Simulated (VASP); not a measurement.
Input of a VASP 6.6.1 run:

Contents of INCAR:

```
PREC = Accurate
ENCUT = 520
EDIFF = 1E-8
ISMEAR = -1
SIGMA = 0.01
LREAL = F
LASPH = T
NELM = 100
ALGO = Normal
ISIF = 2
LWAVE = F
LCHARG = F
GGA = PE
LEFG = T
NBANDS = 17
```

The input KPOINTS:

```
Automatic mesh
0
Gamma
  8 8 8
```

File POSCAR:

```
PbS
1.0
    0.0000000000      2.9249275202      2.9249275202
    2.9249275202      0.0000000000      2.9249275202
    2.9249275202      2.9249275202      0.0000000000
Pb S
1 1
Direct
    0.0000000000      0.0000000000      0.0000000000
    0.5000000000      0.5000000000      0.5000000000
```

Potentials or basis: VASP PAW PBE potentials, release 64 (Pb_d, S).

Run with:

```console
$ cat potpaw_PBE.64/Pb_d/POTCAR potpaw_PBE.64/S/POTCAR > POTCAR
$ mpirun -np 1 vasp_std > vasp.out
```

(1) Predict the band gap on the k mesh.

(2) Estimate the pressure.

## Answers

(1) 0.20 eV, direct.

(2) 5.0 GPa.

Caveat: without QUAD_EFG the Cq values of the log hold for a quadrupole moment of 1 mb, not for the nuclei; spin-orbit coupling is left out, which moves the levels of the heavy elements.
